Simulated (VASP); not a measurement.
# As2Se in VASP: a series of runs

The runs below take As2Se through single point, with PBE.

Everything below comes from runs of VASP 6.6.1. Logs are shortened: lines on timing, memory, paths and dates and some standing lists are left out, and cuts for length are marked.

### 1 The cell of the first run

The structure is tetragonal, space group I4_1/amd (No. 141). Conventional cell: a = 7.059 Å, b = 7.059 Å, c = 5.307 Å, α = 90.00°, β = 90.00°, γ = 90.00°. Se (site symmetry -4m2) has 4 As at 2.66 Å within 3.5 Å. As (site symmetry 2/m) has 2 Se at 2.66 Å and 6 As at 2.83 to 3.53 Å within 3.6 Å.

### 2 Single point, PBE

The input, INCAR:

```
ALGO = Normal ; EDIFF = 1E-6
ENCUT = 520 ; GGA = PE
ISIF = 2 ; ISMEAR = -1
LASPH = T ; LCHARG = F
LREAL = F ; LWAVE = F
NBANDS = 25 ; NELM = 60
PREC = Accurate ; SIGMA = 0.05
```

The input, KPOINTS:

```
k-points
0
Gamma
  6 6 6
```

The input, POSCAR:

```
As2Se
1.0
   -3.5294180000      3.5294180000      2.6535710000
    3.5294180000     -3.5294180000      2.6535710000
    3.5294180000      3.5294180000     -2.6535710000
Se As
2 4
Direct
    0.2500000000      0.7500000000      0.5000000000
    0.5000000000      0.5000000000      0.0000000000
    0.8750000000      0.1250000000      0.2500000000
    0.8750000000      0.6250000000      0.7500000000
    0.3750000000      0.1250000000      0.2500000000
    0.8750000000      0.1250000000      0.7500000000
```

Potentials or basis: VASP PAW PBE potentials, release 64 (Se, As).

Command:

```bash
$ cat potpaw_PBE.64/Se/POTCAR potpaw_PBE.64/As/POTCAR > POTCAR
$ mpirun -np 1 vasp_std > vasp.out
```

OUTCAR:

```text
EDIFF = 1E-6
   ENCUT = 520
   GGA = PE
   ISIF = 2
   ISMEAR = -1
   LASPH = T
   LREAL = F
   NELM = 60
   PREC = Accurate

 ion  position               nearest neighbor table
   1  0.250  0.750  0.500-   6 2.66   4 2.66   5 2.66   3 2.66
   2  0.500  0.500  0.000-   3 2.66   4 2.66   5 2.66   6 2.66
   3  0.875  0.125  0.250-   1 2.66   2 2.66   6 2.83   6 2.83   5 2.83   5 2.83
   4  0.875  0.625  0.750-   1 2.66   2 2.66   5 2.83   6 2.83   6 2.83   5 2.83
   5  0.375  0.125  0.250-   1 2.66   2 2.66   3 2.83   4 2.83   3 2.83   4 2.83
   6  0.875  0.125  0.750-   2 2.66   1 2.66   4 2.83   3 2.83   4 2.83   3 2.83

  LATTYP: Found a body centered tetragonal cell.
 ALAT       =     7.0588360000
 C/A-ratio  =     0.7518437884

  Lattice vectors:

 A1 = (  -3.5294180000,   3.5294180000,   2.6535710000)
 A2 = (   3.5294180000,  -3.5294180000,   2.6535710000)
 A3 = (   3.5294180000,   3.5294180000,  -2.6535710000)

Analysis of symmetry for initial positions (statically):
=====================================================================
 Subroutine PRICEL returns:
 Original cell was already a primitive cell.

 Routine SETGRP: Setting up the symmetry group for a
 body centered tetragonal supercell.

 Subroutine GETGRP returns: Found 16 space group operations
 (whereof  8 operations were pure point group operations)
 out of a pool of 16 trial point group operations.

The static configuration has the point symmetry D_2d.
 The point group associated with its full space group is D_4h.

Analysis of symmetry for dynamics (positions and initial velocities):
=====================================================================
 Subroutine PRICEL returns:
 Original cell was already a primitive cell.

 Routine SETGRP: Setting up the symmetry group for a
 body centered tetragonal supercell.

 Subroutine GETGRP returns: Found 16 space group operations
 (whereof  8 operations were pure point group operations)
 out of a pool of 16 trial point group operations.

The dynamic configuration has the point symmetry D_2d.
 The point group associated with its full space group is D_4h.

 Subroutine INISYM returns: Found 16 space group operations
 (whereof  8 operations are pure point group operations),
 and found     1 'primitive' translations

----------------------------------------------------------------------------------------

                                     Primitive cell

  volume of cell :     132.2199

  direct lattice vectors                    reciprocal lattice vectors
    -3.529418000  3.529418000  2.653571000     0.000000000  0.141666416  0.188425333
     3.529418000 -3.529418000  2.653571000     0.141666416  0.000000000  0.188425333
     3.529418000  3.529418000 -2.653571000     0.141666416  0.141666416  0.000000000

  length of vectors
     5.652877311  5.652877311  5.652877311     0.235740280  0.235740280  0.200346567

  position of ions in fractional coordinates (direct lattice)
     0.250000000  0.750000000  0.500000000
     0.500000000  0.500000000  0.000000000
     0.875000000  0.125000000  0.250000000
     0.875000000  0.625000000  0.750000000
     0.375000000  0.125000000  0.250000000
     0.875000000  0.125000000  0.750000000

  ion indices of the primitive-cell ions
   primitive index   ion index
                 1           1
                 2           2
                 3           3
                 4           4
                 5           5
                 6           6

----------------------------------------------------------------------------------------

 KPOINTS: k-points

Automatic generation of k-mesh.
 Grid dimensions read from file:
 generate k-points for:    6    6    6

 Generating k-lattice:

  Cartesian coordinates                     Fractional coordinates (reciprocal lattice)
     0.000000000  0.023611069  0.031404222     0.166666667 -0.000000000  0.000000000
     0.023611069  0.000000000  0.031404222    -0.000000000  0.166666667  0.000000000
     0.023611069  0.023611069  0.000000000     0.000000000  0.000000000  0.166666667

  Length of vectors
     0.039290047  0.039290047  0.033391095

  Shift w.r.t. Gamma in fractional coordinates (k-lattice)
     0.000000000  0.000000000  0.000000000

 Subroutine IBZKPT returns following result:
 ===========================================

 Found     30 irreducible k-points:

 Following reciprocal coordinates:
            Coordinates               Weight
  0.000000  0.000000  0.000000      1.000000
  0.166667 -0.000000  0.000000      8.000000
  0.333333 -0.000000  0.000000      8.000000
  0.500000 -0.000000  0.000000      4.000000
  0.166667  0.166667  0.000000      8.000000
  0.333333  0.166667  0.000000     16.000000
[... 16 lines left out ...]
 -0.333333 -0.333333  0.166667      8.000000
 -0.166667 -0.333333  0.166667      8.000000
 [... further k-points ...]
   k-points           NKPTS =     30   k-points in BZ     NKDIM =     30   number of bands    NBANDS=     25
   number of dos      NEDOS =    301   number of ions     NIONS =      6
   total plane-waves  NPLWV =  74088
   dimension x,y,z NGX =    42 NGY =   42 NGZ =   42
   dimension x,y,z NGXF=    84 NGYF=   84 NGZF=   84
   ions per type =               2   4
   NGX,Y,Z   is equivalent  to a cutoff of  12.35, 12.35, 12.35 a.u.
   NGXF,Y,Z  is equivalent  to a cutoff of  24.70, 24.70, 24.70 a.u.
 SYSTEM =  unknown system
   PREC   = accura    normal or accurate (medium, high low for compatibility)
   ISTART =      0    job   : 0-new  1-cont  2-samecut
   ICHARG =      2    charge: 1-file 2-atom 10-const
   ISPIN  =      1    spin polarized calculation?
   LNONCOLLINEAR =      F non collinear calculations
   LSORBIT =      F    spin-orbit coupling
   LASPH  =      T    aspherical Exc in radial PAW
   ENCUT  =  520.0 eV  38.22 Ry    6.18 a.u.  10.51 10.51 10.51*2*pi/ulx,y,z
   NELM   =     60;   NELMIN=  2; NELMDL= -5     # of ELM steps
   EDIFF  = 0.1E-05   stopping-criterion for ELM
   LREAL  =      F    real-space projection
   EDIFFG = 0.1E-04   stopping-criterion for IOM
   NSW    =      0    number of steps for IOM
   IBRION =     -1    ionic relax: 0-MD 1-quasi-New 2-CG
   NFREE  =      0    steps in history (QN), initial steepest desc. (CG)
   ISIF   =      2    stress and relaxation
   ISYM   =      2    0-nonsym 1-usesym 2-fastsym
   POTIM  = 0.5000    time-step for ionic-motion
   TEBEG  =    0.0;   TEEND  =   0.0 temperature during run
   PSTRESS=    0.0 pullay stress
   NELECT =      32.0000    total number of electrons
   NUPDOWN=      -1.0000    fix difference up-down
   EMIN   =  10.00;   EMAX   =-10.00  energy-range for DOS
   EFERMI =   0.00;   METHOD = LEGACY
   ISMEAR =    -1;   SIGMA  =   0.05  broadening in eV -4-tet -1-fermi 0-gaus
   EFERMI_NEDOS =   21; number of points for ismear=-14 and -15
   IALGO  =     38    algorithm
   IMIX   =      4    mixing-type and parameters
     AMIX     =   0.40;   BMIX     =  1.00
     AMIX_MAG =   1.60;   BMIX_MAG =  1.00
  volume/ion in A,a.u.               =      22.04       148.71
  Fermi-wavevector in a.u.,A,eV,Ry     =   1.020217  1.927930 14.161523  1.040843
  Thomas-Fermi vector in A             =   2.153774
   LORBIT       =      0    0 simple, 1 ext, 2 COOP (PROOUT), +10 PAW based schemes
   GGA     = PE    functional components
   LHFCALC =     F    Hartree Fock is set to
   AEXX    =    0.0000 exact exchange contribution
   IVDW    =     0    specifies the selected vdW correction
   LEPSILON=     F    determine dielectric tensor
   LRPA    =     F    only Hartree local field effects (RPA)
 non-spin polarized calculation
  energy-cutoff  :      520.00
  volume of cell :      132.22
 maximum number of plane-waves:      3605
   NGX = 21   NGY = 21   NGZ = 21

 number of electron      31.9999999 magnetization

 Free energy of the ion-electron system (eV)
  ---------------------------------------------------
  ext. energy  EPLUGINS =         0.00000000
  ---------------------------------------------------
  free energy    TOTEN  =       -25.19341636 eV

  energy without entropy =      -25.16412656  energy(sigma->0) =      -25.17877146

 E-fermi :   4.7793     XC(G=0):  -9.9385

 val. band max:        4.7471756896   @ k =   0.5000   0.1667   0.0000
 cond. band min:       4.7850107563   @ k =  -0.3333  -0.3333   0.3333
 fundamental gap:      0.0378350667
 Fermi energy:         4.7793167216

 k-point     1 :       0.0000    0.0000    0.0000
  band No.  band energies     occupation
      1     -10.3005      2.00000
      2      -8.1686      2.00000
      3      -5.6532      2.00000
      4      -5.6123      2.00000
      5      -5.6123      2.00000
      6      -3.9455      2.00000
[... 17 lines left out ...]
     24      10.2153      0.00000
     25      10.9031      0.00000

 k-point     2 :       0.1667   -0.0000    0.0000
  band No.  band energies     occupation
      1     -10.1156      2.00000
      2      -8.2710      2.00000
      3      -6.1553      2.00000
      4      -5.6685      2.00000
      5      -5.6119      2.00000
      6      -4.0522      2.00000
[... 17 lines left out ...]
     24       9.7494      0.00000
     25      10.9514      0.00000

 k-point     3 :       0.3333   -0.0000    0.0000
  band No.  band energies     occupation
      1      -9.5871      2.00000
      2      -8.4651      2.00000
      3      -7.1866      2.00000
      4      -5.8864      2.00000
      5      -5.7726      2.00000
      6      -3.6350      2.00000
[... 17 lines left out ...]
     24       9.7940      0.00000
     25      10.2976      0.00000

 k-point     4 :       0.5000   -0.0000    0.0000
  band No.  band energies     occupation
      1      -8.9613      2.00000
      2      -8.7582      2.00000
      3      -7.8173      2.00000
      4      -6.0624      2.00000
      5      -5.8211      2.00000
      6      -3.2393      2.00000
[... 17 lines left out ...]
     24       9.8557      0.00000
     25      10.4605      0.00000

 k-point     5 :       0.1667    0.1667    0.0000
  band No.  band energies     occupation
      1      -9.6911      2.00000
      2      -8.4200      2.00000
      3      -6.9772      2.00000
      4      -6.1544      2.00000
      5      -5.3958      2.00000
      6      -3.9108      2.00000
[... 17 lines left out ...]
     24       9.5941      0.00000
     25       9.8990      0.00000

 k-point     6 :       0.3333    0.1667    0.0000
  band No.  band energies     occupation
      1      -9.0210      2.00000
      2      -8.6836      2.00000
      3      -7.7686      2.00000
      4      -6.5018      2.00000
      5      -5.3018      2.00000
      6      -3.5033      2.00000
[... 17 lines left out ...]
     24       9.6852      0.00000
     25      10.5269      0.00000
[... 393 lines left out ...]
 k-point    21 :      -0.3333    0.5000    0.1667
  band No.  band energies     occupation
      1      -9.3177      2.00000
      2      -8.8950      2.00000
      3      -6.8310      2.00000
      4      -6.1316      2.00000
      5      -5.5807      2.00000
      6      -4.4174      2.00000
[... 17 lines left out ...]
     24       9.3264      0.00000
     25      11.0371      0.00000

 k-point    22 :      -0.1667    0.5000    0.1667
  band No.  band energies     occupation
      1      -9.0861      2.00000
      2      -8.6664      2.00000
      3      -7.7140      2.00000
      4      -5.9447      2.00000
      5      -5.9171      2.00000
      6      -3.7077      2.00000
[... 17 lines left out ...]
     24       9.2660      0.00000
     25      10.4316      0.00000

 k-point    23 :      -0.3333   -0.3333    0.1667
  band No.  band energies     occupation
      1      -8.9052      2.00000
      2      -8.7537      2.00000
      3      -7.7956      2.00000
      4      -6.2036      2.00000
      5      -5.7067      2.00000
      6      -3.8866      2.00000
[... 17 lines left out ...]
     24       9.3296      0.00000
     25      10.5419      0.00000

 k-point    24 :      -0.1667   -0.3333    0.1667
  band No.  band energies     occupation
      1      -9.1709      2.00000
      2      -8.6265      2.00000
      3      -7.6258      2.00000
      4      -5.9021      2.00000
      5      -5.8312      2.00000
      6      -3.9380      2.00000
[... 17 lines left out ...]
     24       8.6886      0.00000
     25      10.2273      0.00000

 [... further k-points ...]

------------------------ aborting loop because EDIFF is reached ----------------------------------------

  FORCE on cell =-STRESS in cart. coord.  units (eV):
  Direction    XX          YY          ZZ          XY          YZ          ZX
  --------------------------------------------------------------------------------------
  -------------------------------------------------------------------------------------
  Total        0.1509314      0.1509314     -0.4727668      0.0000000     -0.0000000      0.0000000
  in kB        1.8289146      1.8289146     -5.7287599      0.0000000     -0.0000000      0.0000000
  external PRESSURE =      -0.6903103 kB  Pullay stress =       0.0000000 kB

 VOLUME and BASIS-vectors are now :
 -----------------------------------------------------------------------------
  energy-cutoff  :      520.00
  volume of cell :      132.22
      direct lattice vectors                 reciprocal lattice vectors
    -3.529418000  3.529418000  2.653571000     0.000000000  0.141666416  0.188425333
     3.529418000 -3.529418000  2.653571000     0.141666416  0.000000000  0.188425333
     3.529418000  3.529418000 -2.653571000     0.141666416  0.141666416  0.000000000

 POSITION                                       TOTAL-FORCE (eV/Angst)
 -----------------------------------------------------------------------------------
      3.52942     -0.00000      1.32679         0.000000     -0.000000     -0.000000
      0.00000      0.00000      2.65357        -0.000000      0.000000      0.000000
     -1.76471      3.52942      1.99018         0.000000     -0.000000      0.000000
      1.76471      3.52942      1.99018         0.000000     -0.000000      0.000000
     -0.00000      1.76471      0.66339         0.000000     -0.000000      0.000000
      0.00000      5.29413      0.66339         0.000000     -0.000000      0.000000
 -----------------------------------------------------------------------------------
    total drift:                               -0.000000      0.000000     -0.000000

  FREE ENERGIE OF THE ION-ELECTRON SYSTEM (eV)
  ---------------------------------------------------
  free  energy   TOTEN  =       -25.1934163647 eV

  energy  without entropy=      -25.1641265622  energy(sigma->0) =      -25.17877146
```

Run time: 65 s. Hardware: 1 thread of Intel Xeon Platinum 8488C (Sapphire Rapids), shared host; peak memory 0.29 GiB.

What came out:

* Free energy: -25.1934 eV
* Pressure: -0.1 GPa
* Band gap on the k mesh: zero (bands 16 and 17 overlap by 0.61 eV)

### 3 Single point, PBE (atoms moved at random)

The input, INCAR:

```
SYSTEM = As2Se
ALGO = Normal
EDIFF = 1E-6
ENCUT = 520
GGA = PE
ISIF = 2
ISMEAR = -1
LASPH = .TRUE.
LCHARG = .TRUE.
LELF = .TRUE.
LREAL = .FALSE.
LVHAR = .TRUE.
LWAVE = .FALSE.
NBANDS = 25
NELM = 100
PREC = Accurate
SIGMA = 0.05
```

The input, KPOINTS:

```
k-points
0
G
  6 6 6
  0 0 0
```

The input, POSCAR:

```
As2Se
1.0
   -3.5294180000      3.5294180000      2.6535710000
    3.5294180000     -3.5294180000      2.6535710000
    3.5294180000      3.5294180000     -2.6535710000
Se As
2 4
Direct
    0.2517760000      0.7536920000      0.5009220000
    0.4921100000      0.4899250000     -0.0070500000
    0.8868140000      0.1352340000      0.2461440000
    0.8704590000      0.6177590000      0.7476850000
    0.3698740000      0.1220850000      0.2495340000
    0.8763770000      0.1329880000      0.7541900000
```

Potentials or basis: VASP PAW PBE potentials, release 64 (Se, As).

Command:

```bash
$ cat potpaw_PBE.64/Se/POTCAR potpaw_PBE.64/As/POTCAR > POTCAR
$ mpirun -np 1 vasp_std > vasp.out
```

It took 3.6 min on 1 thread of Intel Xeon Platinum 8488C (Sapphire Rapids), shared host; peak memory 0.46 GiB.

Results (log left out):

* Free energy: -25.1991 eV
* Pressure: 0.2 GPa
* Largest force: 0.259 eV/Å
* Band gap on the k mesh: zero (bands 16 and 17 overlap by 0.50 eV)

Forces in eV/Å, atoms in the order of the input:
```
Se  -0.010 -0.007 -0.181
Se   0.154  0.064  0.197
As  -0.241  0.008  0.096
As  -0.143  0.058 -0.192
As   0.107 -0.145  0.011
As   0.133  0.022  0.068
```

Stress tensor (GPa, compression positive):
```
 0.03  0.03 -0.39
 0.03  0.46  0.13
-0.39  0.13 -0.01
```

Levels at points of the mesh, in eV from the Fermi level:
| k point | band 14 | band 15 | band 16 | band 17 | band 18 | band 19 |
| --- | --- | --- | --- | --- | --- | --- |
| (0.00, 0.00, 0.00) | -2.71 | -2.60 | -1.05 | 2.31 | 2.91 | 3.05 |
| (0.50, 0.00, 0.00) | -1.44 | -0.52 | 0.04 | 0.15 | 0.49 | 1.45 |
| (0.50, 0.00, 0.50) | -1.44 | -0.47 | -0.10 | 0.18 | 0.52 | 1.41 |
| (0.00, 0.50, 0.50) | -1.45 | -0.62 | 0.15 | 0.18 | 0.47 | 1.48 |
| (0.00, 0.50, 0.00) | -1.48 | -0.51 | -0.03 | 0.23 | 0.53 | 1.48 |
| (0.50, 0.50, 0.00) | -1.42 | -1.10 | -0.99 | -0.05 | -0.03 | 1.82 |
| (0.00, 0.00, 0.50) | -1.34 | -1.19 | -1.03 | -0.06 | -0.03 | 1.81 |
| (0.50, 0.50, 0.50) | -0.69 | -0.35 | -0.17 | 0.27 | 0.32 | 0.42 |

Caveat: the cell differs from its parent crystal (atoms moved at random).

The gap in the log of VASP goes by the Fermi energy; the results here count the filled bands.